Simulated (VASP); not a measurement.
# GaN (Fm-3m) in VASP: settings compared

GaN is run at these levels: PBEsol, PBE, LDA, r2SCAN; tasks: single point.

All numbers are computed with VASP 6.6.1; they aren't measurements. Logs are shortened: lines on timing, memory, paths and dates and some standing lists are left out, and cuts for length are marked.

## 1. The cell of the first run

It takes space group Fm-3m (No. 225, cubic). Conventional cell: a = 4.270 Å, b = 4.270 Å, c = 4.270 Å, α = 90.00°, β = 90.00°, γ = 90.00°. Within 2.8 Å of Ga (site symmetry m-3m) lie 6 N at 2.14 Å. Within 2.8 Å of N (site symmetry m-3m) lie 6 Ga at 2.14 Å.

## 2. Single point, PBEsol

Contents of INCAR:

```
PREC = Accurate
ENCUT = 520
EDIFF = 1E-7
ISMEAR = 0
SIGMA = 0.1
LREAL = F
LASPH = T
NELM = 100
ALGO = Normal
ISIF = 2
LWAVE = F
LCHARG = T
GGA = PS
LELF = T
LVHAR = T
NBANDS = 16
```

Contents of KPOINTS:

```
Automatic mesh
0
Gamma
  11 11 11
```

Contents of POSCAR:

```
GaN
1.0
    0.0000000000      2.1352350000      2.1352350000
    2.1352350000      0.0000000000      2.1352350000
    2.1352350000      2.1352350000      0.0000000000
Ga N
1 1
Direct
    0.0000000000      0.0000000000      0.0000000000
    0.5000000000      0.5000000000      0.5000000000
```

Potentials or basis: VASP PAW PBE potentials, release 64 (Ga_d, N).

Command:

```console
> cat potpaw_PBE.64/Ga_d/POTCAR potpaw_PBE.64/N/POTCAR > POTCAR
> mpirun -np 1 vasp_std > vasp.out
```

OUTCAR:

```text
PREC = Accurate
   ENCUT = 520
   EDIFF = 1E-7
   ISMEAR = 0
   LREAL = F
   LASPH = T
   NELM = 100
   ISIF = 2
   GGA = PS

 ion  position               nearest neighbor table
   1  0.000  0.000  0.000-   2 2.14   2 2.14   2 2.14   2 2.14   2 2.14   2 2.14
   2  0.500  0.500  0.500-   1 2.14   1 2.14   1 2.14   1 2.14   1 2.14   1 2.14

  LATTYP: Found a face centered cubic cell.
 ALAT       =     4.2704700000

  Lattice vectors:

 A1 = (   0.0000000000,   2.1352350000,   2.1352350000)
 A2 = (   2.1352350000,   0.0000000000,   2.1352350000)
 A3 = (   2.1352350000,   2.1352350000,   0.0000000000)

Analysis of symmetry for initial positions (statically):
=====================================================================
 Subroutine PRICEL returns:
 Original cell was already a primitive cell.

 Routine SETGRP: Setting up the symmetry group for a
 face centered cubic supercell.

 Subroutine GETGRP returns: Found 48 space group operations
 (whereof 48 operations were pure point group operations)
 out of a pool of 48 trial point group operations.

The static configuration has the point symmetry O_h .

Analysis of symmetry for dynamics (positions and initial velocities):
=====================================================================
 Subroutine PRICEL returns:
 Original cell was already a primitive cell.

 Routine SETGRP: Setting up the symmetry group for a
 face centered cubic supercell.

 Subroutine GETGRP returns: Found 48 space group operations
 (whereof 48 operations were pure point group operations)
 out of a pool of 48 trial point group operations.

The dynamic configuration has the point symmetry O_h .

 Subroutine INISYM returns: Found 48 space group operations
 (whereof 48 operations are pure point group operations),
 and found     1 'primitive' translations

----------------------------------------------------------------------------------------

                                     Primitive cell

  volume of cell :      19.4700

  direct lattice vectors                    reciprocal lattice vectors
     0.000000000  2.135235000  2.135235000    -0.234166263  0.234166263  0.234166263
     2.135235000  0.000000000  2.135235000     0.234166263 -0.234166263  0.234166263
     2.135235000  2.135235000  0.000000000     0.234166263  0.234166263 -0.234166263

  length of vectors
     3.019678296  3.019678296  3.019678296     0.405587864  0.405587864  0.405587864

  position of ions in fractional coordinates (direct lattice)
     0.000000000  0.000000000  0.000000000
[... 73 lines left out ...]
   LNONCOLLINEAR =      F non collinear calculations
   LSORBIT =      F    spin-orbit coupling
   LASPH  =      T    aspherical Exc in radial PAW
   ENCUT  =  520.0 eV  38.22 Ry    6.18 a.u.   5.61  5.61  5.61*2*pi/ulx,y,z
   NELM   =    100;   NELMIN=  2; NELMDL= -5     # of ELM steps
   EDIFF  = 0.1E-06   stopping-criterion for ELM
   LREAL  =      F    real-space projection
   EDIFFG = 0.1E-05   stopping-criterion for IOM
   NSW    =      0    number of steps for IOM
   IBRION =     -1    ionic relax: 0-MD 1-quasi-New 2-CG
   NFREE  =      0    steps in history (QN), initial steepest desc. (CG)
   ISIF   =      2    stress and relaxation
   ISYM   =      2    0-nonsym 1-usesym 2-fastsym
   POTIM  = 0.5000    time-step for ionic-motion
   TEBEG  =    0.0;   TEEND  =   0.0 temperature during run
   PSTRESS=    0.0 pullay stress
   NELECT =      18.0000    total number of electrons
   NUPDOWN=      -1.0000    fix difference up-down
   EMIN   =  10.00;   EMAX   =-10.00  energy-range for DOS
   EFERMI =   0.00;   METHOD = LEGACY
   ISMEAR =     0;   SIGMA  =   0.10  broadening in eV -4-tet -1-fermi 0-gaus
   EFERMI_NEDOS =   21; number of points for ismear=-14 and -15
   IALGO  =     38    algorithm
   IMIX   =      4    mixing-type and parameters
     AMIX     =   0.40;   BMIX     =  1.00
     AMIX_MAG =   1.60;   BMIX_MAG =  1.00
  volume/ion in A,a.u.               =       9.74        65.70
  Fermi-wavevector in a.u.,A,eV,Ry     =   1.594814  3.013761 34.605481  2.543431
  Thomas-Fermi vector in A             =   2.692830
   LORBIT       =      0    0 simple, 1 ext, 2 COOP (PROOUT), +10 PAW based schemes
   GGA     = PS    functional components
   LHFCALC =     F    Hartree Fock is set to
   AEXX    =    0.0000 exact exchange contribution
   IVDW    =     0    specifies the selected vdW correction
   LEPSILON=     F    determine dielectric tensor
   LRPA    =     F    only Hartree local field effects (RPA)
 non-spin polarized calculation
 Gauss-broadening in eV      SIGMA  =   0.10
  energy-cutoff  :      520.00
  volume of cell :       19.47
 maximum number of plane-waves:       534
   NGX = 11   NGY = 11   NGZ = 11

 number of electron      18.0000005 magnetization

 Free energy of the ion-electron system (eV)
  ---------------------------------------------------
  ext. energy  EPLUGINS =         0.00000000
  ---------------------------------------------------
  free energy    TOTEN  =       -12.24533497 eV

  energy without entropy =      -12.24533152  energy(sigma->0) =      -12.24533325

 E-fermi :   7.6398     XC(G=0): -13.1026

 val. band max:        7.4000657996   @ k =  -0.1818   0.1818   0.0000
 cond. band min:       7.8640663400   @ k =   0.4545   0.4545   0.0000
 fundamental gap:      0.4640005404
 Fermi energy:         7.6397636583

 k-point     1 :       0.0000    0.0000    0.0000
  band No.  band energies     occupation
      1      -9.6197      2.00000
      2      -6.5532      2.00000
      3      -6.5532      2.00000
      4      -6.5532      2.00000
      5      -6.4642      2.00000
      6      -6.4642      2.00000
[... 433 lines left out ...]
      3      -6.6027      2.00000
      4      -6.5871      2.00000
      5      -6.4678      2.00000
      6      -6.2577      2.00000
[... 8 lines left out ...]
     15      25.1833      0.00000
     16      27.3749      0.00000

 [... further k-points ...]
[... 5 lines left out ...]
  --------------------------------------------------------------------------------------
  -------------------------------------------------------------------------------------
  Total       -0.8796389     -0.8796389     -0.8796389     -0.0000000      0.0000000      0.0000000
  in kB      -72.3848994    -72.3848994    -72.3848994     -0.0000000      0.0000000      0.0000000
  external PRESSURE =     -72.3848994 kB  Pullay stress =       0.0000000 kB

 VOLUME and BASIS-vectors are now :
 -----------------------------------------------------------------------------
  energy-cutoff  :      520.00
  volume of cell :       19.47
      direct lattice vectors                 reciprocal lattice vectors
     0.000000000  2.135235000  2.135235000    -0.234166263  0.234166263  0.234166263
     2.135235000  0.000000000  2.135235000     0.234166263 -0.234166263  0.234166263
     2.135235000  2.135235000  0.000000000     0.234166263  0.234166263 -0.234166263

 POSITION                                       TOTAL-FORCE (eV/Angst)
 -----------------------------------------------------------------------------------
      0.00000      0.00000      0.00000        -0.000000     -0.000000     -0.000000
      2.13524      2.13524      2.13524         0.000000      0.000000      0.000000
 -----------------------------------------------------------------------------------
    total drift:                                0.000000     -0.000000     -0.000000

  FREE ENERGIE OF THE ION-ELECTRON SYSTEM (eV)
  ---------------------------------------------------
  free  energy   TOTEN  =       -12.2453349738 eV

  energy  without entropy=      -12.2453315242  energy(sigma->0) =      -12.24533325
```

OSZICAR:

```text
N       E                     dE             d eps       ncg     rms          rms(c)
DAV:   1     0.762306239837E+02    0.76231E+02   -0.90757E+03  2016   0.209E+03
DAV:   2    -0.901867228124E+01   -0.85249E+02   -0.78330E+02  2080   0.327E+02
DAV:   3    -0.137879083573E+02   -0.47692E+01   -0.47534E+01  2136   0.654E+01
DAV:   4    -0.138314440082E+02   -0.43536E-01   -0.43533E-01  2152   0.654E+00
DAV:   5    -0.138319469327E+02   -0.50292E-03   -0.50292E-03  2216   0.658E-01    0.673E+00
DAV:   6    -0.122883247614E+02    0.15436E+01   -0.38419E+00  2624   0.385E+01    0.238E+00
DAV:   7    -0.122670661075E+02    0.21259E-01   -0.17533E-01  2136   0.450E+00    0.150E+00
DAV:   8    -0.122468507515E+02    0.20215E-01   -0.32491E-02  2032   0.176E+00    0.506E-01
DAV:   9    -0.122453456439E+02    0.15051E-02   -0.49753E-03  2224   0.128E+00    0.120E-01
DAV:  10    -0.122453408081E+02    0.48358E-05   -0.51738E-04  2128   0.230E-01    0.708E-02
DAV:  11    -0.122453347798E+02    0.60283E-05   -0.15573E-05  2192   0.426E-02    0.855E-03
DAV:  12    -0.122453350174E+02   -0.23758E-06   -0.81117E-07  2056   0.109E-02    0.127E-03
DAV:  13    -0.122453349738E+02    0.43570E-07   -0.72038E-08  1272   0.304E-03
   1 F= -.12245335E+02 E0= -.12245333E+02  d E =-.344963E-05
```

It took 24 s on 1 thread of AMD EPYC 7R13, shared host; peak memory 0.12 GiB.

Results:

* Free energy: -12.2453 eV
* Pressure: -7.2 GPa
* Band gap on the k mesh: 0.46 eV, indirect (least direct gap 2.37 eV)

Levels at points of the mesh, in eV from the valence-band top:
```csv
k point,band 7,band 8,band 9,band 10,band 11,band 12
"(0.00, 0.00, 0.00)",-0.50,-0.50,-0.50,1.87,14.42,14.42
```

Caveat: the PAW data sets were made with another functional, which shifts forces and pressure a little.

## 3. Single point, PBE

Contents of INCAR:

```
PREC     = Accurate       # precision mode
ENCUT    = 520            # plane-wave cutoff, eV
EDIFF    = 1E-6           # SCF threshold, eV
ISMEAR   = 0              # smearing method
SIGMA    = 0.05           # smearing width, eV
LREAL    = F              # projectors in reciprocal space
LASPH    = T              # aspherical terms in the spheres
NELM     = 100            # most SCF steps
ALGO     = Normal         # electronic algorithm
ISIF     = 2              # what is computed and relaxed
LWAVE    = F              # write WAVECAR
LCHARG   = F              # write CHGCAR
GGA      = PE             # functional
NBANDS   = 16             # bands
```

KPOINTS is that of step 2.

POSCAR is that of step 2.

Potentials or basis: VASP PAW PBE potentials, release 64 (Ga_d, N).

Command:

```console
> cat potpaw_PBE.64/Ga_d/POTCAR potpaw_PBE.64/N/POTCAR > POTCAR
> mpirun -np 1 vasp_std > vasp.out
```

Run time: 22 s. Hardware: 1 thread of AMD EPYC 7R13, shared host; peak memory 0.12 GiB.

It converged, with:

| Property | Result |
| --- | --- |
| Free energy | -11.2067 eV |
| Pressure | 0.4 GPa |
| Band gap on the k mesh | 0.54 eV, indirect (least direct gap 2.37 eV) |

Levels at points of the mesh, in eV from the valence-band top:
```csv
k point,band 5,band 6,band 7,band 8,band 9,band 10,band 11,band 12,band 13,band 14
"(0.00, 0.00, 0.00)",-13.92,-13.92,-0.49,-0.49,-0.49,1.88,14.53,14.53,14.53,15.37
```

A k mesh can miss the band edges. Expect the measured gap to be larger: semilocal functionals such as PBE lack the derivative discontinuity.

[end of part 1 of 3]
